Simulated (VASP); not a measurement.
A run of VASP 6.6.1:

The input INCAR:

```
ALGO = Normal
EDIFF = 1E-6
ENCUT = 520
GGA = PS
ISIF = 2
ISMEAR = 0
LASPH = T
LCHARG = F
LREAL = F
LWAVE = F
NBANDS = 33
NELM = 60
PREC = Accurate
SIGMA = 0.01
```

File KPOINTS:

```
k-points
0
Gamma
  6 6 8
```

Contents of POSCAR:

```
TiO2
1.0
    4.5748840194      0.0000000000      0.0000000000
    0.0000000000      4.5748840194      0.0000000000
    0.0000000000      0.0000000000      2.9342665517
Ti O
2 4
Direct
    0.0000000000      0.0000000000      0.0000000000
    0.5000000000      0.5000000000      0.5000000000
    0.3041278510      0.3041278510      0.0000000000
    0.1958721490      0.8041278510      0.5000000000
    0.6958721490      0.6958721490      0.0000000000
    0.8041278510      0.1958721490      0.5000000000
```

Potentials or basis: VASP PAW PBE potentials, release 64 (Ti_sv, O).

Launch:

```bash
$ cat potpaw_PBE.64/Ti_sv/POTCAR potpaw_PBE.64/O/POTCAR > POTCAR
$ mpirun -np 1 vasp_std > vasp.out
```

Hardware: 1 thread of Intel(R) Xeon(R) 6975P-C (Granite Rapids), with other jobs on the host.

**Question.** Estimate the wall time of this run.

**Answer.** It took 36 s on 1 thread of Intel(R) Xeon(R) 6975P-C (Granite Rapids) (shared host), peak memory 0.22 GiB. Counts: scf iterations 16, k points 50.
